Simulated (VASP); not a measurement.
Wanted: the native input for a VASP 6.6.1 run.

```
Task                   : single point
Functional             : r2SCAN
Potentials or basis    : VASP PAW PBE potentials, release 64 (Li_sv, Cl)
Cutoff                 : 520 eV
k mesh                 : 8 × 8 × 8
Occupations            : gaussian, width 0.01 eV
Spin                   : no spin polarisation
Dipole correction      : no
Further INCAR settings : ALGO = Normal; EDIFF = 1e-06; NBANDS = 12
```

The system is LiCl.

```
Li Cl
1.0
     3.27112    0.00000    0.00000
     0.00000    3.27112    0.00000
     0.00000    0.00000    3.27112
Li Cl
1 1
Direct
  0.00000 0.00000 0.00000
  0.50000 0.50000 0.50000
```

The input as run:

POSCAR

```
LiCl
1.0
    3.2711235759      0.0000000000      0.0000000000
    0.0000000000      3.2711235759      0.0000000000
    0.0000000000      0.0000000000      3.2711235759
Li Cl
1 1
Direct
    0.0000000000      0.0000000000      0.0000000000
    0.5000000000      0.5000000000      0.5000000000
```

INCAR.step1

```
ALGO = Normal
EDIFF = 1E-4
ENCUT = 520
GGA = PE
ISMEAR = 0
LASPH = T
LCHARG = F
LREAL = F
LWAVE = T
NBANDS = 12
NELM = 60
PREC = Accurate
SIGMA = 0.01
```

INCAR.step2

```
ALGO = Normal
EDIFF = 1E-6
ENCUT = 520
ISIF = 2
ISMEAR = 0
ISTART = 1
LASPH = T
LCHARG = F
LMIXTAU = T
LREAL = F
LWAVE = F
METAGGA = R2SCAN
NBANDS = 12
NELM = 60
PREC = Accurate
SIGMA = 0.01
```

KPOINTS

```
k-points
0
Gamma
  8 8 8
```

Potentials or basis: VASP PAW PBE potentials, release 64 (Li_sv, Cl).

Launch:

```console
$ cat potpaw_PBE.64/Li_sv/POTCAR potpaw_PBE.64/Cl/POTCAR > POTCAR
$ cp INCAR.step1 INCAR
$ mpirun -np 1 vasp_std > vasp.out
$ cp INCAR.step2 INCAR
$ mpirun -np 1 vasp_std > vasp.out
```

It gave:

The band gap on the k mesh is 5.39 eV, indirect (least direct gap 5.97 eV).

Wall time 45 s on 1 thread of Intel Xeon 6975P-C, with other jobs on the host, peak memory 0.14 GiB.
